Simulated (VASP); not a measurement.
C, 2 atoms in the cell. The structure is monoclinic, space group C2/m (No. 12). The conventional cell has a = 4.258 Å, b = 2.458 Å, c = 3.577 Å, α = 90.00°, β = 113.38°, γ = 90.00°. Within 1.9 Å of C (site symmetry m) lie 3 C at 1.40 to 1.46 Å.  This cell differs from its parent crystal: mode 4 frozen in at +0.032 Å and mode 6 at +0.020 Å (largest displacements).

| Property | Result |
| --- | --- |
| Program | VASP 6.6.1 |
| Task | single point |
| Functional | PBEsol |
| Dispersion | D3(BJ) |
| Potentials or basis | VASP PAW PBE potentials, release 64 (C) |
| Cutoff | 520 eV |
| k mesh | 15 × 15 × 15 |
| Occupations | gaussian, width 0.05 eV |
| Spin | no spin polarisation |
| Dipole correction | no |
| Further INCAR settings | ALGO = Normal; EDIFF = 1e-07; NBANDS = 11 |

Potentials or basis: VASP PAW PBE potentials, release 64 (C).

Launch:

```console
$ cat potpaw_PBE.64/C/POTCAR > POTCAR
$ mpirun -np 1 vasp_std > vasp.out
```

Hardware: 1 thread of Intel(R) Xeon(R) 6975P-C (Granite Rapids), on a shared host.

Estimate the wall time of this run.

Wall time 2.2 min on 1 thread of Intel(R) Xeon(R) 6975P-C (Granite Rapids), on a shared host, peak memory 0.27 GiB. Counts: scf iterations 13, k points 904.
